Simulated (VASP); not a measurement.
# CoW (Fm-3m) in VASP: single point with PBE

Aim: the single point of CoW with PBE.

All numbers are computed with VASP 6.6.1; they aren't measurements. Logs are shortened: lines on timing, memory, paths and dates and some standing lists are left out, and cuts for length are marked.

### Step 1. The cell of the first run

Symmetry: Fm-3m, No. 225, cubic system. The conventional cell has a = 4.876 Å, b = 4.876 Å, c = 4.876 Å, α = 90.00°, β = 90.00°, γ = 90.00°. Co (site symmetry m-3m) has 6 W at 2.44 Å within 3.2 Å. Within 3.2 Å of W (site symmetry m-3m) lie 6 Co at 2.44 Å.

### Step 2. Single point, PBE

Contents of INCAR:

```
SYSTEM = CoW
  ALGO = Fast
  EDIFF = 1E-6
  ENCUT = 520
  GGA = PE
  ISIF = 2
  ISMEAR = 0
  LASPH = .True.
  LCHARG = .True.
  LELF = .True.
  LREAL = .False.
  LVHAR = .True.
  LWAVE = .False.
  NBANDS = 18
  NELM = 60
  PREC = Accurate
  SIGMA = 0.1
```

Contents of KPOINTS:

```
k-points
0
Gamma
  20 20 20
  0 0 0
```

Contents of POSCAR:

```
CoW
1.0
    0.0000000000      2.4378546309      2.4378546309
    2.4378546309      0.0000000000      2.4378546309
    2.4378546309      2.4378546309      0.0000000000
Co W
1 1
Direct
    0.0000000000      0.0000000000      0.0000000000
    0.5000000000      0.5000000000      0.5000000000
```

Potentials or basis: VASP PAW PBE potentials, release 64 (Co, W_sv).

Launch:

```
cat potpaw_PBE.64/Co/POTCAR potpaw_PBE.64/W_sv/POTCAR > POTCAR
mpirun -np 1 vasp_std > vasp.out
```

OUTCAR:

```text
SYSTEM = CoW
   EDIFF = 1E-6
   ENCUT = 520
   GGA = PE
   ISIF = 2
   ISMEAR = 0
   LASPH = .True.
   LREAL = .False.
   NELM = 60
   PREC = Accurate

 ion  position               nearest neighbor table
   1  0.000  0.000  0.000-   2 2.44   2 2.44   2 2.44   2 2.44   2 2.44   2 2.44
   2  0.500  0.500  0.500-   1 2.44   1 2.44   1 2.44   1 2.44   1 2.44   1 2.44

  LATTYP: Found a face centered cubic cell.
 ALAT       =     4.8757092618

  Lattice vectors:

 A1 = (   0.0000000000,   2.4378546309,   2.4378546309)
 A2 = (   2.4378546309,   0.0000000000,   2.4378546309)
 A3 = (   2.4378546309,   2.4378546309,   0.0000000000)

Analysis of symmetry for initial positions (statically):
=====================================================================
 Subroutine PRICEL returns:
 Original cell was already a primitive cell.

 Routine SETGRP: Setting up the symmetry group for a
 face centered cubic supercell.

 Subroutine GETGRP returns: Found 48 space group operations
 (whereof 48 operations were pure point group operations)
 out of a pool of 48 trial point group operations.

The static configuration has the point symmetry O_h .

Analysis of symmetry for dynamics (positions and initial velocities):
=====================================================================
 Subroutine PRICEL returns:
 Original cell was already a primitive cell.

 Routine SETGRP: Setting up the symmetry group for a
 face centered cubic supercell.

 Subroutine GETGRP returns: Found 48 space group operations
 (whereof 48 operations were pure point group operations)
 out of a pool of 48 trial point group operations.

The dynamic configuration has the point symmetry O_h .

 Subroutine INISYM returns: Found 48 space group operations
 (whereof 48 operations are pure point group operations),
 and found     1 'primitive' translations

----------------------------------------------------------------------------------------

                                     Primitive cell

  volume of cell :      28.9770

  direct lattice vectors                    reciprocal lattice vectors
     0.000000000  2.437854631  2.437854631    -0.205098365  0.205098365  0.205098365
     2.437854631  0.000000000  2.437854631     0.205098365 -0.205098365  0.205098365
     2.437854631  2.437854631  0.000000000     0.205098365  0.205098365 -0.205098365

  length of vectors
     3.447647082  3.447647082  3.447647082     0.355240790  0.355240790  0.355240790

  position of ions in fractional coordinates (direct lattice)
     0.000000000  0.000000000  0.000000000
     0.500000000  0.500000000  0.500000000

  ion indices of the primitive-cell ions
   primitive index   ion index
                 1           1
                 2           2

----------------------------------------------------------------------------------------

 KPOINTS: k-points

Automatic generation of k-mesh.
 Grid dimensions read from file:
 generate k-points for:   20   20   20

 Generating k-lattice:

  Cartesian coordinates                     Fractional coordinates (reciprocal lattice)
    -0.010254918  0.010254918  0.010254918     0.050000000  0.000000000  0.000000000
     0.010254918 -0.010254918  0.010254918     0.000000000  0.050000000  0.000000000
     0.010254918  0.010254918 -0.010254918     0.000000000  0.000000000  0.050000000

  Length of vectors
     0.017762039  0.017762039  0.017762039

  Shift w.r.t. Gamma in fractional coordinates (k-lattice)
     0.000000000  0.000000000  0.000000000

 Subroutine IBZKPT returns following result:
 ===========================================

 Found    256 irreducible k-points:

 Following reciprocal coordinates:
            Coordinates               Weight
  0.000000  0.000000  0.000000      1.000000
  0.050000  0.000000  0.000000      8.000000
  0.100000  0.000000  0.000000      8.000000
  0.150000  0.000000  0.000000      8.000000
  0.200000  0.000000  0.000000      8.000000
  0.250000  0.000000  0.000000      8.000000
[... 16 lines left out ...]
 -0.400000  0.050000  0.000000     24.000000
 -0.350000  0.050000  0.000000     24.000000
 [... further k-points ...]
   k-points           NKPTS =    256   k-points in BZ     NKDIM =    256   number of bands    NBANDS=     18
   number of dos      NEDOS =    301   number of ions     NIONS =      2
   total plane-waves  NPLWV =  21952
   dimension x,y,z NGX =    28 NGY =   28 NGZ =   28
   dimension x,y,z NGXF=    56 NGYF=   56 NGZF=   56
   ions per type =               1   1
   NGX,Y,Z   is equivalent  to a cutoff of  13.50, 13.50, 13.50 a.u.
   NGXF,Y,Z  is equivalent  to a cutoff of  27.00, 27.00, 27.00 a.u.
 SYSTEM =  CoW
   PREC   = accura    normal or accurate (medium, high low for compatibility)
   ISTART =      0    job   : 0-new  1-cont  2-samecut
   ICHARG =      2    charge: 1-file 2-atom 10-const
   ISPIN  =      1    spin polarized calculation?
   LNONCOLLINEAR =      F non collinear calculations
   LSORBIT =      F    spin-orbit coupling
   LASPH  =      T    aspherical Exc in radial PAW
   ENCUT  =  520.0 eV  38.22 Ry    6.18 a.u.   6.41  6.41  6.41*2*pi/ulx,y,z
   NELM   =     60;   NELMIN=  2; NELMDL= -5     # of ELM steps
   EDIFF  = 0.1E-05   stopping-criterion for ELM
   LREAL  =      F    real-space projection
   EDIFFG = 0.1E-04   stopping-criterion for IOM
   NSW    =      0    number of steps for IOM
   IBRION =     -1    ionic relax: 0-MD 1-quasi-New 2-CG
   NFREE  =      0    steps in history (QN), initial steepest desc. (CG)
   ISIF   =      2    stress and relaxation
   ISYM   =      2    0-nonsym 1-usesym 2-fastsym
   POTIM  = 0.5000    time-step for ionic-motion
   TEBEG  =    0.0;   TEEND  =   0.0 temperature during run
   PSTRESS=    0.0 pullay stress
   NELECT =      23.0000    total number of electrons
   NUPDOWN=      -1.0000    fix difference up-down
   EMIN   =  10.00;   EMAX   =-10.00  energy-range for DOS
   EFERMI =   0.00;   METHOD = LEGACY
   ISMEAR =     0;   SIGMA  =   0.10  broadening in eV -4-tet -1-fermi 0-gaus
   EFERMI_NEDOS =   21; number of points for ismear=-14 and -15
   IALGO  =     68    algorithm
   IMIX   =      4    mixing-type and parameters
     AMIX     =   0.40;   BMIX     =  1.00
     AMIX_MAG =   1.60;   BMIX_MAG =  1.00
  volume/ion in A,a.u.               =      14.49        97.77
  Fermi-wavevector in a.u.,A,eV,Ry     =   1.515769  2.864388 31.260136  2.297555
  Thomas-Fermi vector in A             =   2.625248
   LORBIT       =      0    0 simple, 1 ext, 2 COOP (PROOUT), +10 PAW based schemes
   GGA     = PE    functional components
   LHFCALC =     F    Hartree Fock is set to
   AEXX    =    0.0000 exact exchange contribution
   IVDW    =     0    specifies the selected vdW correction
   LEPSILON=     F    determine dielectric tensor
   LRPA    =     F    only Hartree local field effects (RPA)
 non-spin polarized calculation
 RMM-DIIS sequential band-by-band and
 Gauss-broadening in eV      SIGMA  =   0.10
  energy-cutoff  :      520.00
  volume of cell :       28.98
 maximum number of plane-waves:       801
 NGX is ok and might be reduce to    28
   NGX = 13   NGY = 13   NGZ = 13

 number of electron      22.9999997 magnetization

 Free energy of the ion-electron system (eV)
  ---------------------------------------------------
  ext. energy  EPLUGINS =         0.00000000
  ---------------------------------------------------
  free energy    TOTEN  =       -18.31478603 eV

  energy without entropy =      -18.29998883  energy(sigma->0) =      -18.30738743

 E-fermi :  10.0314     XC(G=0): -12.9939

 val. band max:       10.0282942397   @ k =  -0.3500   0.4500   0.2000
 cond. band min:      10.0316313392   @ k =   0.3500   0.0500   0.0000
 fundamental gap:      0.0033370995
 Fermi energy:        10.0314092164

 k-point     1 :       0.0000    0.0000    0.0000
  band No.  band energies     occupation
      1     -64.5777      2.00000
      2     -28.6762      2.00000
      3     -28.6762      2.00000
      4     -28.6762      2.00000
      5       1.0894      2.00000
      6       5.7313      2.00000
[... 10 lines left out ...]
     17      20.6424      0.00000
     18      20.6424      0.00000

 k-point     2 :       0.0500    0.0000    0.0000
  band No.  band energies     occupation
      1     -64.5775      2.00000
      2     -28.6805      2.00000
      3     -28.6771      2.00000
      4     -28.6771      2.00000
      5       1.1534      2.00000
      6       5.7589      2.00000
[... 10 lines left out ...]
     17      20.4781      0.00000
     18      20.8011      0.00000

 k-point     3 :       0.1000    0.0000    0.0000
  band No.  band energies     occupation
      1     -64.5770      2.00000
      2     -28.6929      2.00000
      3     -28.6798      2.00000
      4     -28.6798      2.00000
      5       1.3435      2.00000
      6       5.8405      2.00000
[... 10 lines left out ...]
     17      20.0072      0.00000
     18      21.2414      0.00000

 k-point     4 :       0.1500    0.0000    0.0000
  band No.  band energies     occupation
      1     -64.5761      2.00000
      2     -28.7122      2.00000
      3     -28.6839      2.00000
      4     -28.6839      2.00000
      5       1.6530      2.00000
      6       5.9733      2.00000
[... 375 lines left out ...]
      4     -28.7133      2.00000
      5       4.6793      2.00000
      6       6.2137      2.00000
[... 10 lines left out ...]
     17      21.2141      0.00000
     18      22.4426      0.00000

 k-point    23 :      -0.4000    0.0500    0.0000
  band No.  band energies     occupation
      1     -64.5701      2.00000
      2     -28.8356      2.00000
      3     -28.7136      2.00000
      4     -28.7110      2.00000
      5       4.3939      2.00000
      6       6.1484      2.00000
[... 10 lines left out ...]
     17      21.2629      0.00000
     18      22.4138      0.00000

 k-point    24 :      -0.3500    0.0500    0.0000
  band No.  band energies     occupation
      1     -64.5709      2.00000
      2     -28.8193      2.00000
      3     -28.7101      2.00000
      4     -28.7071      2.00000
      5       3.9277      2.00000
      6       6.0702      2.00000
[... 10 lines left out ...]
     17      21.3344      0.00000
     18      22.5191      0.00000

 [... further k-points ...]
[... 5 lines left out ...]
  --------------------------------------------------------------------------------------
  -------------------------------------------------------------------------------------
  Total        0.0073750      0.0073750      0.0073750      0.0000000     -0.0000000      0.0000000
  in kB        0.4077717      0.4077717      0.4077717      0.0000000     -0.0000000      0.0000000
  external PRESSURE =       0.4077717 kB  Pullay stress =       0.0000000 kB

 VOLUME and BASIS-vectors are now :
 -----------------------------------------------------------------------------
  energy-cutoff  :      520.00
  volume of cell :       28.98
      direct lattice vectors                 reciprocal lattice vectors
     0.000000000  2.437854631  2.437854631    -0.205098365  0.205098365  0.205098365
     2.437854631  0.000000000  2.437854631     0.205098365 -0.205098365  0.205098365
     2.437854631  2.437854631  0.000000000     0.205098365  0.205098365 -0.205098365

 POSITION                                       TOTAL-FORCE (eV/Angst)
 -----------------------------------------------------------------------------------
      0.00000      0.00000      0.00000         0.000000      0.000000      0.000000
      2.43785      2.43785      2.43785        -0.000000     -0.000000     -0.000000
 -----------------------------------------------------------------------------------
    total drift:                                0.000000      0.000000      0.000000

  FREE ENERGIE OF THE ION-ELECTRON SYSTEM (eV)
  ---------------------------------------------------
  free  energy   TOTEN  =       -18.3147860304 eV

  energy  without entropy=      -18.2999888309  energy(sigma->0) =      -18.30738743
```

It took 2.7 min on 1 thread of AMD EPYC 7R13 (Zen 3), shared host; peak memory 0.24 GiB.

Results:

```yaml
Free_energy: -18.3148 eV
Pressure: 0.0 GPa
```

Levels at points of the mesh, in eV from the Fermi level:
| k point | band 9 | band 10 | band 11 | band 12 | band 13 | band 14 |
| --- | --- | --- | --- | --- | --- | --- |
| (0.00, 0.00, 0.00) | -3.99 | -3.99 | 1.65 | 1.65 | 1.65 | 3.55 |
| (0.50, 0.00, 0.00) | -1.91 | -1.91 | -1.60 | -1.60 | -0.36 | 1.19 |
| (0.50, 0.50, 0.00) | -1.43 | -1.43 | -1.15 | 1.36 | 1.82 | 1.82 |

Caveat: spin-orbit coupling is left out, which moves the levels of the heavy elements.
